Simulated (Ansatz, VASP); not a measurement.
**Two plane-wave programs on ZnSe**

```
Zn Se
1.0
     0.00000    2.83244    2.83244
     2.83244    0.00000    2.83244
     2.83244    2.83244    0.00000
Zn Se
1 1
Direct
  0.00000 0.00000 0.00000
  0.75000 0.75000 0.75000
```

Alike in both runs: task single point; functional PBE; k mesh 4 × 4 × 4; occupations gaussian, width 0.1 eV; collinear spin.

```csv
,VASP,Ansatz
version,VASP 6.6.1,Ansatz 0.2.0
potentials or method,"VASP PAW PBE potentials, release 64 (Zn, Se), cutoff 500 eV","scalar-relativistic, plane waves, PAW"
valence electrons in the cell,18,28
```

|  | VASP | Ansatz | Ansatz less VASP |
| --- | --- | --- | --- |
| gap on the k mesh at the Fermi level (eV) | 1.28 | 1.28 | -0.002 |
| least direct gap on the mesh (eV) | 1.28 | 1.28 | -0.002 |
| pressure (GPa) | 2.8 | 2.5 | -0.25 |
| net moment per atom (μB) | 0.00 | 0.00 | 0.000 |

The functional is the same, so the differences come from potentials, cutoffs and numerics. VASP's potentials hold 18 valence electrons a cell and Ansatz's 28, so a difference there can come from the potentials and not from the codes. Ansatz's warnings: seeded moment not kept.

The k mesh is coarse, so the values compare programs but aren't converged.
